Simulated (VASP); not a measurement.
# H12C5O3 in VASP: notebook

The runs below take H12C5O3 through single point, with PBEsol.

All numbers are computed with VASP 6.6.1; they aren't measurements. Logs are shortened: lines on timing, memory, paths and dates and some standing lists are left out, and cuts for length are marked.

## 1. The cell of the first run

The cell holds a disordered packing, 40 atoms: a = 8.193 Å, b = 8.193 Å, c = 8.193 Å, α = 90.00°, β = 90.00°, γ = 90.00°.

## 2. Single point, PBEsol

Input file INCAR:

```
PREC = Accurate ; ENCUT = 1000
EDIFF = 1E-6 ; ISMEAR = -1
SIGMA = 0.05 ; LREAL = Auto
LASPH = True ; NELM = 120
ALGO = Normal ; ISIF = 2
LWAVE = False ; LCHARG = True
GGA = PS ; LELF = True
LVHAR = True ; NBANDS = 76
GGA_COMPAT = False
```

Input file KPOINTS:

```
regular mesh
0
Gamma
  1 1 1
```

Input file POSCAR:

```
H12C5O3
1.0
    8.1932130000      0.0000000000      0.0000000000
    0.0000000000      8.1932130000      0.0000000000
    0.0000000000      0.0000000000      8.1932130000
C H O
10 24 6
Direct
    0.9134389647      1.0439250145      0.8088279897
    0.9161241139      0.8599068522      0.8349349639
    0.3627514627      0.9742209802      0.8850984345
    0.4376183068      0.8549759417      0.7583105675
    0.8921774644      0.4382773889      0.3598466194
    0.3649728135      0.3966087541      0.1115435422
    0.5538608602      0.2352801032      0.5262526435
    0.0636380380      0.8242065720      0.2928033239
    0.5268018786      0.8032502023      0.2362565211
    0.8679867105      0.4199451424      0.8609565014
    0.9142933303      1.0863137575      0.6873005743
    0.8128313032      1.0986898546      0.8701714456
    1.0231029024      1.1116151869      0.8554275350
    0.9191143938      0.8283075272      0.9711208533
    0.7979165194      0.8036895904      0.7843931312
    1.0145592456      0.7950238814      0.7756053700
    0.3278567273      1.0900729665      0.8274409563
    0.2647679244      0.9126090094      0.9548146740
    0.4514468256      1.0162069508      0.9740501071
    0.4738678221      0.7359994181      0.8151869114
    0.3538782649      0.8359357922      0.6599974882
    0.5515662781      0.9291592932      0.7234280373
    0.9657139391      0.3910431720      0.2505610436
    0.9603070249      0.4286474671      0.4778589303
    0.4126830341      0.3815475077      0.2412484577
    0.4609669003      0.4381431314      0.0204193398
    0.4435378404      0.2287014874      0.6042562301
    0.6679674994      0.3184220891      0.5619773342
    0.0305374705      0.9382765955      0.2294093904
    0.0886831576      0.7114547126      0.2129323380
    0.6278977490      0.7666955564      0.3067172793
    0.5019032216      0.9330283492      0.2076596813
    0.9542776442      0.3225596601      0.8475917811
    0.9174056625      0.5440234497      0.8877225577
    0.7565286048      0.4912846767      0.3342644699
    0.2190349500      0.3716490710      0.0723403627
    0.5513831997      0.1592659681      0.3944118138
    0.0828856762      0.8168712323      0.4405231501
    0.4150630528      0.7134441641      0.2022161513
    0.7249292799      0.3982442541      0.8389138669
```

Potentials or basis: VASP PAW PBE potentials, release 64 (C_h, H_h, O_h).

Run with:

```bash
> cat potpaw_PBE.64/C_h/POTCAR potpaw_PBE.64/H_h/POTCAR potpaw_PBE.64/O_h/POTCAR > POTCAR
> mpirun -np 1 vasp_gam > vasp.out
```

OUTCAR:

```text
PREC = Accurate
   ENCUT = 1000
   EDIFF = 1E-6
   ISMEAR = -1
   LREAL = Auto
   LASPH = True
   NELM = 120
   ISIF = 2
   GGA = PS

 ion  position               nearest neighbor table
   1  0.913  0.044  0.809-  11 1.05  12 1.06  13 1.12   2 1.52
   2  0.916  0.860  0.835-  16 1.08  14 1.15  15 1.15   1 1.52
   3  0.363  0.974  0.885-  19 1.09  17 1.10  18 1.11
   4  0.438  0.855  0.758-  21 1.07  20 1.12  22 1.15
   5  0.892  0.438  0.360-  24 1.12  23 1.15  35 1.21
   6  0.365  0.397  0.112-  26 1.14  25 1.14  36 1.25
   7  0.554  0.235  0.526-  27 1.11  28 1.19  37 1.25
   8  0.064  0.824  0.293-  29 1.10  30 1.15  38 1.22
   9  0.527  0.803  0.236-  31 1.05  32 1.11  39 1.21
  10  0.868  0.420  0.861-  33 1.07  34 1.12  40 1.20
  11  0.914  0.086  0.687-   1 1.05
  12  0.813  0.099  0.870-   1 1.06
  13  0.023  0.112  0.855-   1 1.12
  14  0.919  0.828  0.971-   2 1.15
  15  0.798  0.804  0.784-   2 1.15
  16  0.015  0.795  0.776-   2 1.08
[... 22 lines left out ...]
  39  0.415  0.713  0.202-   9 1.21
  40  0.725  0.398  0.839-  10 1.20

  LATTYP: Found a simple cubic cell.
 ALAT       =     8.1932130000

  Lattice vectors:

 A1 = (   8.1932130000,   0.0000000000,   0.0000000000)
 A2 = (   0.0000000000,   8.1932130000,   0.0000000000)
 A3 = (   0.0000000000,   0.0000000000,   8.1932130000)

Analysis of symmetry for initial positions (statically):
=====================================================================
 Subroutine PRICEL returns:
 Original cell was already a primitive cell.

 Routine SETGRP: Setting up the symmetry group for a
 simple cubic supercell.

 Subroutine GETGRP returns: Found  1 space group operations
 (whereof  1 operations were pure point group operations)
 out of a pool of 48 trial point group operations.

The static configuration has the point symmetry C_1 .

Analysis of symmetry for dynamics (positions and initial velocities):
=====================================================================
 Subroutine PRICEL returns:
 Original cell was already a primitive cell.

 Routine SETGRP: Setting up the symmetry group for a
 simple cubic supercell.

 Subroutine GETGRP returns: Found  1 space group operations
 (whereof  1 operations were pure point group operations)
 out of a pool of 48 trial point group operations.

The dynamic configuration has the point symmetry C_1 .

 Subroutine INISYM returns: Found  1 space group operations
 (whereof  1 operations are pure point group operations),
 and found     1 'primitive' translations

----------------------------------------------------------------------------------------

                                     Primitive cell

  volume of cell :     550.0001

  direct lattice vectors                    reciprocal lattice vectors
     8.193213000  0.000000000  0.000000000     0.122052240  0.000000000  0.000000000
     0.000000000  8.193213000  0.000000000     0.000000000  0.122052240  0.000000000
     0.000000000  0.000000000  8.193213000     0.000000000  0.000000000  0.122052240

  length of vectors
     8.193213000  8.193213000  8.193213000     0.122052240  0.122052240  0.122052240

  position of ions in fractional coordinates (direct lattice)
     0.913438965  0.043925014  0.808827990
     0.916124114  0.859906852  0.834934964
     0.362751463  0.974220980  0.885098435
     0.437618307  0.854975942  0.758310567
     0.892177464  0.438277389  0.359846619
     0.364972814  0.396608754  0.111543542
[... 32 lines left out ...]
     0.415063053  0.713444164  0.202216151
     0.724929280  0.398244254  0.838913867

  ion indices of the primitive-cell ions
   primitive index   ion index
                 1           1
                 2           2
                 3           3
                 4           4
                 5           5
                 6           6
[... 32 lines left out ...]
                39          39
                40          40

----------------------------------------------------------------------------------------

 KPOINTS: regular mesh

Automatic generation of k-mesh.
 Grid dimensions read from file:
 generate k-points for:    1    1    1

 Generating k-lattice:

  Cartesian coordinates                     Fractional coordinates (reciprocal lattice)
     0.122052240  0.000000000  0.000000000     1.000000000  0.000000000  0.000000000
     0.000000000  0.122052240  0.000000000     0.000000000  1.000000000  0.000000000
     0.000000000  0.000000000  0.122052240     0.000000000  0.000000000  1.000000000

  Length of vectors
     0.122052240  0.122052240  0.122052240

  Shift w.r.t. Gamma in fractional coordinates (k-lattice)
     0.000000000  0.000000000  0.000000000

 Subroutine IBZKPT returns following result:
 ===========================================

 Found      1 irreducible k-points:

 Following reciprocal coordinates:
            Coordinates               Weight
  0.000000  0.000000  0.000000      1.000000
   k-points           NKPTS =      1   k-points in BZ     NKDIM =      1   number of bands    NBANDS=     76
   number of dos      NEDOS =    301   number of ions     NIONS =     40
   total plane-waves  NPLWV = 729000
   dimension x,y,z NGX =    90 NGY =   90 NGZ =   90
   dimension x,y,z NGXF=   180 NGYF=  180 NGZF=  180
   ions per type =              10  24   6
   NGX,Y,Z   is equivalent  to a cutoff of  18.26, 18.26, 18.26 a.u.
   NGXF,Y,Z  is equivalent  to a cutoff of  36.52, 36.52, 36.52 a.u.
 SYSTEM =  unknown system
   PREC   = accura    normal or accurate (medium, high low for compatibility)
   ISTART =      0    job   : 0-new  1-cont  2-samecut
   ICHARG =      2    charge: 1-file 2-atom 10-const
   ISPIN  =      1    spin polarized calculation?
   LNONCOLLINEAR =      F non collinear calculations
   LSORBIT =      F    spin-orbit coupling
   LASPH  =      T    aspherical Exc in radial PAW
   ENCUT  = 1000.0 eV  73.50 Ry    8.57 a.u.  21.13 21.13 21.13*2*pi/ulx,y,z
   NELM   =    120;   NELMIN=  2; NELMDL= -5     # of ELM steps
   EDIFF  = 0.1E-05   stopping-criterion for ELM
   LREAL  =      T    real-space projection
   EDIFFG = 0.1E-04   stopping-criterion for IOM
   NSW    =      0    number of steps for IOM
   IBRION =     -1    ionic relax: 0-MD 1-quasi-New 2-CG
   NFREE  =      0    steps in history (QN), initial steepest desc. (CG)
   ISIF   =      2    stress and relaxation
   ISYM   =      2    0-nonsym 1-usesym 2-fastsym
   POTIM  = 0.5000    time-step for ionic-motion
   TEBEG  =    0.0;   TEEND  =   0.0 temperature during run
   PSTRESS=    0.0 pullay stress
   NELECT =     100.0000    total number of electrons
   NUPDOWN=      -1.0000    fix difference up-down
   EMIN   =  10.00;   EMAX   =-10.00  energy-range for DOS
   EFERMI =   0.00;   METHOD = LEGACY
   ISMEAR =    -1;   SIGMA  =   0.05  broadening in eV -4-tet -1-fermi 0-gaus
   EFERMI_NEDOS =   21; number of points for ismear=-14 and -15
   IALGO  =     38    algorithm
   IMIX   =      4    mixing-type and parameters
     AMIX     =   0.40;   BMIX     =  1.00
     AMIX_MAG =   1.60;   BMIX_MAG =  1.00
  volume/ion in A,a.u.               =      13.75        92.79
  Fermi-wavevector in a.u.,A,eV,Ry     =   0.927443  1.752613 11.703060  0.860151
  Thomas-Fermi vector in A             =   2.053513
   LORBIT       =      0    0 simple, 1 ext, 2 COOP (PROOUT), +10 PAW based schemes
   GGA     = PS    functional components
   LHFCALC =     F    Hartree Fock is set to
   AEXX    =    0.0000 exact exchange contribution
   IVDW    =     0    specifies the selected vdW correction
   LEPSILON=     F    determine dielectric tensor
   LRPA    =     F    only Hartree local field effects (RPA)
 non-spin polarized calculation
  energy-cutoff  :     1000.00
  volume of cell :      550.00
 maximum number of plane-waves:     19804
 NGX is ok and might be reduce to    90
   NGX = 43   NGY = 43   NGZ = 43

 number of electron     100.0000002 magnetization

 Free energy of the ion-electron system (eV)
  ---------------------------------------------------
  ext. energy  EPLUGINS =         0.00000000
  ---------------------------------------------------
  free energy    TOTEN  =      -215.01582341 eV

  energy without entropy =     -215.01582341  energy(sigma->0) =     -215.01582341

 E-fermi :  -1.6257     XC(G=0):  -6.0065

 val. band max:       -2.8892704341   @ k =   0.0000   0.0000   0.0000
 cond. band min:      -0.0421719329   @ k =   0.0000   0.0000   0.0000
 fundamental gap:      2.8470985012
 Fermi energy:        -1.6257193571

 k-point     1 :       0.0000    0.0000    0.0000
  band No.  band energies     occupation
      1     -23.8478      2.00000
      2     -23.8347      2.00000
      3     -23.5923      2.00000
      4     -23.4467      2.00000
      5     -23.1440      2.00000
      6     -22.6898      2.00000
[... 54 lines left out ...]
     61       3.7541      0.00000
     62       4.0699      0.00000
 [bands above 62 left out]

------------------------ aborting loop because EDIFF is reached ----------------------------------------

  FORCE on cell =-STRESS in cart. coord.  units (eV):
  Direction    XX          YY          ZZ          XY          YZ          ZX
  --------------------------------------------------------------------------------------
  -------------------------------------------------------------------------------------
  Total       -1.7479962     -2.2186596     -2.4792128     -4.3618369     -1.7430161     -1.2554665
  in kB       -5.0919992     -6.4630649     -7.2220693    -12.7062463     -5.0774921     -3.6572360
  external PRESSURE =      -6.2590445 kB  Pullay stress =       0.0000000 kB

 VOLUME and BASIS-vectors are now :
 -----------------------------------------------------------------------------
  energy-cutoff  :     1000.00
  volume of cell :      550.00
      direct lattice vectors                 reciprocal lattice vectors
     8.193213000  0.000000000  0.000000000     0.122052240  0.000000000  0.000000000
     0.000000000  8.193213000  0.000000000     0.000000000  0.122052240  0.000000000
     0.000000000  0.000000000  8.193213000     0.000000000  0.000000000  0.122052240

 POSITION                                       TOTAL-FORCE (eV/Angst)
 -----------------------------------------------------------------------------------
      7.48400      0.35989      6.62690         1.674561     -0.257678      1.295943
      7.50600      7.04540      6.84080        -1.547686     -0.412924      0.698562
      2.97210      7.98200      7.25180        -0.100467     -0.891487     -0.252354
      3.58550      7.00500      6.21300         1.615783      1.621177      1.746244
      7.30980      3.59090      2.94830         0.449201     -0.409991     -1.841794
      2.99030      3.24950      0.91390        -1.841192     -0.107399     -0.347257
[... 32 lines left out ...]
      3.40070      5.84540      1.65680        -0.290031     -1.210491     -0.265485
      5.93950      3.26290      6.87340        -1.246068     -0.140165     -0.015919
 -----------------------------------------------------------------------------------
    total drift:                               -0.003050      0.000254      0.000799

  FREE ENERGIE OF THE ION-ELECTRON SYSTEM (eV)
  ---------------------------------------------------
  free  energy   TOTEN  =      -215.0158234090 eV

  energy  without entropy=     -215.0158234089  energy(sigma->0) =     -215.01582341
```

It took 3.3 min on 1 thread of Intel Xeon Platinum 8488C (Sapphire Rapids), shared host; peak memory 1.2 GiB.

What came out:

- Free energy: -215.0158 eV
- Pressure: -0.6 GPa
- Largest force: 2.894 eV/Å
- Band gap on the k mesh: 2.85 eV

Forces in eV/Å, atoms in the order of the input:
```
C    1.675 -0.258  1.296
C   -1.548 -0.413  0.699
C   -0.100 -0.891 -0.252
C    1.616  1.621  1.746
C    0.449 -0.410 -1.842
C   -1.841 -0.107 -0.347
C    1.233 -0.380 -2.350
C    0.828 -1.287  0.784
C   -2.453  1.417 -0.589
C    0.050  1.346 -0.102
H   -0.387 -0.015 -1.876
H   -1.109  0.428  0.494
H   -0.164 -0.828  0.272
H   -0.001  0.289 -1.120
H    0.997  0.482  0.517
H    0.612 -0.051 -0.279
H   -0.606 -0.120 -0.146
H   -0.198  0.470 -0.202
H    0.563 -0.167  0.428
H   -0.093  0.573 -0.310
H   -0.368 -0.167 -0.923
H   -0.830 -1.286 -0.414
H   -0.097  0.166  0.600
H   -0.488  0.226  0.352
H   -0.452 -0.022 -0.718
H   -0.523 -0.260  0.249
H    0.114  0.189  0.458
H   -1.674 -1.136 -0.193
H   -0.186  0.380 -0.167
H   -0.285  0.711  0.340
H    1.855 -0.702  0.884
H    0.857  0.399  0.024
H    1.067 -0.965  0.016
H    0.087  0.143  0.160
O    0.255  0.090  0.788
O    2.744  0.445  0.776
O    0.263  1.254  2.181
O   -0.324  0.185 -0.951
O   -0.290 -1.210 -0.265
O   -1.246 -0.140 -0.016
```

Levels at points of the mesh, in eV from the valence-band top:
```csv
k point,band 48,band 49,band 50,band 51,band 52,band 53
"(0.00, 0.00, 0.00)",-0.24,-0.12,0.00,2.85,3.03,3.12
```

Caveat: the k points lie up to 0.77 Å⁻¹ apart; the PAW data sets were made with another functional, which shifts forces and pressure a little.

## 3. Single point, PBEsol

This run uses another cell than the first one, of 6.39 Å³/atom.

Input file INCAR:

```
  ALGO = Normal
  EDIFF = 1E-6
  ENCUT = 1000
  GGA = PS
  GGA_COMPAT = F
  ISIF = 2
  ISMEAR = -1
  LASPH = T
  LCHARG = F
  LREAL = Auto
  LWAVE = F
  NBANDS = 76
  NELM = 120
  PREC = Accurate
  SIGMA = 0.05
```

Input file KPOINTS:

```
k-points
0
Gamma
  1 1 1
```

Input file POSCAR:

```
H12C5O3
1.0
    6.3891020000     -0.3243000000     -0.1069130000
   -0.3243000000      6.5533890000     -0.0978620000
   -0.1069130000     -0.0978620000      6.1274060000
C H O
10 24 6
Direct
    0.8176922136      1.0547835792      0.8974833981
    0.9034858431      0.9221500301      0.7184341674
    0.3573857100      1.0199320009      0.7511697061
    0.4394377292      0.8347944081      0.6480844025
    0.9388204212      0.3539974989      0.4192010471
    0.3181564368      0.3993275371      0.0620318044
    0.5186663179      0.3114437793      0.4200685711
    0.1291581563      0.9031285882      0.3041728679
    0.6182810021      0.7347978314      0.1942275511
    0.9729761017      0.5533699140      0.8809564244
    0.7326623085      1.1608143068      0.7885116043
    0.7089888150      0.9785598116      1.0050686933
    0.9535715168      1.1534460808      0.9905541973
    1.0561822655      0.8693150654      0.7841642166
    0.7902420633      0.8135969845      0.6237561829
    0.9760134963      1.0260685262      0.5845477922
    0.2735362011      1.1065881636      0.6396242565
    0.2621700162      0.9954179289      0.8924727645
    0.4892637602      1.1316000498      0.8210243128
    0.5665518910      0.7579637781      0.7459351663
    0.2995222648      0.7258333234      0.6471668965
    0.4960082557      0.8706413972      0.4863611843
    0.9150422221      0.1771894296      0.3969167411
    1.0762126956      0.4350731041      0.5138615349
    0.4932553794      0.3741837759      0.0665132660
    0.2850652396      0.4658325516     -0.0987588410
    0.4568919360      0.4681386337      0.3742465687
    0.5629670574      0.3283090429      0.5984616454
    0.1612331139      1.0385692570      0.3940287914
    0.1397648187      0.8885524196      0.1226617255
    0.7243583632      0.6918084071      0.0846108582
    0.6693309748      0.8505159243      0.3208361535
    1.1096584556      0.5606421638      0.7801184511
    1.0016598804      0.6280603586      1.0431581824
    0.8000687974      0.4603061656      0.3801582982
    0.1971330251      0.3242125881      0.1988613412
    0.5363262318      0.1533270778      0.3135168685
    0.1047735173      0.7565535359      0.4139662841
    0.4305399013      0.6836539125      0.1688698369
    0.8006737444      0.4595006638      0.8443328361
```

Potentials or basis: VASP PAW PBE potentials, release 64 (C_h, H_h, O_h).

Run with:

```bash
> cat potpaw_PBE.64/C_h/POTCAR potpaw_PBE.64/H_h/POTCAR potpaw_PBE.64/O_h/POTCAR > POTCAR
> mpirun -np 1 vasp_gam > vasp.out
```

Run time: 2.3 min. Hardware: 1 thread of Intel Xeon Platinum 8259CL at 2.50GHz (Skylake/Cascade Lake), shared host; peak memory 0.64 GiB.

It converged, with:

| Property | Result |
| --- | --- |
| Free energy | -209.8468 eV |
| Pressure | 11.4 GPa |
| Largest force | 3.179 eV/Å |
| Band gap on the k mesh | 2.09 eV |

Forces on the atoms (eV/Å):
```
C    1.755  1.247 -2.339
C    1.484  1.462  0.325
C    2.320  0.705  1.374
C    0.505 -0.626  1.891
C    0.616 -0.483  0.860
C    1.675 -0.892 -0.171
C    0.973  1.853  1.136
C    0.370 -1.646 -1.767
C   -1.559  1.486  0.720
C   -1.762 -0.047  0.934
H    0.550 -0.435  1.401
H   -0.550 -0.184  0.509
H   -1.339 -0.803 -0.580
H   -1.442 -0.455 -0.512
H    0.592 -0.163  0.529
H   -0.941 -0.803  1.609
H   -0.607  0.397 -0.643
H   -0.092 -0.353  0.433
H   -0.705 -0.428 -0.341
H   -1.301  1.118 -0.500
H    0.241 -0.739 -0.802
H   -0.487 -0.084  0.431
H   -0.077  1.406 -0.060
H    0.135 -0.788 -0.362
H   -1.101 -0.173  0.074
H   -0.492 -0.442  0.310
H    0.369 -2.296  0.177
H   -0.198 -0.398 -0.171
H    0.365  3.020  0.232
H   -0.165  0.369  0.328
H    2.107 -1.384 -1.859
H    0.447  0.188  0.341
H    0.084 -0.057 -1.027
H    0.378  0.337  0.444
O   -0.671  1.021 -0.604
O   -0.216  0.738 -1.707
O   -0.575 -0.416 -0.207
O   -0.824 -1.995 -0.305
O   -0.269  0.207  0.345
O    0.408  0.538 -0.444
```

Stress tensor (GPa, compression positive):
```
14.15  0.59  0.07
 0.59 10.67  1.08
 0.07  1.08  9.26
```

Levels at points of the mesh, in eV from the valence-band top:
```csv
k point,band 48,band 49,band 50,band 51,band 52,band 53
"(0.00, 0.00, 0.00)",-0.69,-0.48,0.00,2.09,2.67,2.94
```

Caveat: the k points lie up to 1.03 Å⁻¹ apart, too coarse for converged energies, forces and pressures; the atoms stand as in a frame of molecular dynamics; the PAW data sets were made with another functional, which shifts forces and pressure a little.
